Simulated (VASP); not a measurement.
The system is MgS.

```
S Mg
1.0
     0.00000    2.83312    2.83312
     2.83312    0.00000    2.83312
     2.83312    2.83312    0.00000
S Mg
1 1
Direct
  0.25000 0.25000 0.25000
  0.00000 0.00000 0.00000
```

| Quantity | Value |
| --- | --- |
| Program | VASP 6.6.1 |
| Task | relaxation of cell and atoms |
| Functional | RPBE |
| Dispersion | D3(BJ) |
| Potentials or basis | VASP PAW PBE potentials, release 64 (S, Mg) |
| Cutoff | 600 eV |
| k mesh | 8 × 8 × 8 |
| Occupations | fermi-dirac, width 0.05 eV |
| Spin | no spin polarisation |

At the start: pressure -5.6 GPa; volume 22.74 Å³/atom.

**Question.** Where does the relaxation end?

**Answer.** Over 3 steps the energy falls by 41.4 meV/atom and the volume is 20.57 Å³/atom (-9.5 %); space group F-43m (No. 216, to 0.05 Å).

The path:
```csv
step,energy change (eV),largest force (eV/Å),pressure (GPa),volume (Å³)
1,0.0000,0.0000,-5.64,45.48
2,-0.0799,0.0000,1.29,40.41
3,-0.0829,0.0000,0.02,41.14
```

Final structure:
```yaml
crystal:
  lattice:
    - [0.00000, 2.73992, 2.73992]
    - [2.73992, 0.00000, 2.73992]
    - [2.73992, 2.73992, 0.00000]
  atoms:
    - { symbol: S, position: [0.25000, 0.25000, 0.25000] }
    - { symbol: Mg, position: [0.00000, 0.00000, 0.00000] }
```

Caveat: the PAW data sets were made with another functional, which shifts forces and pressure a little.
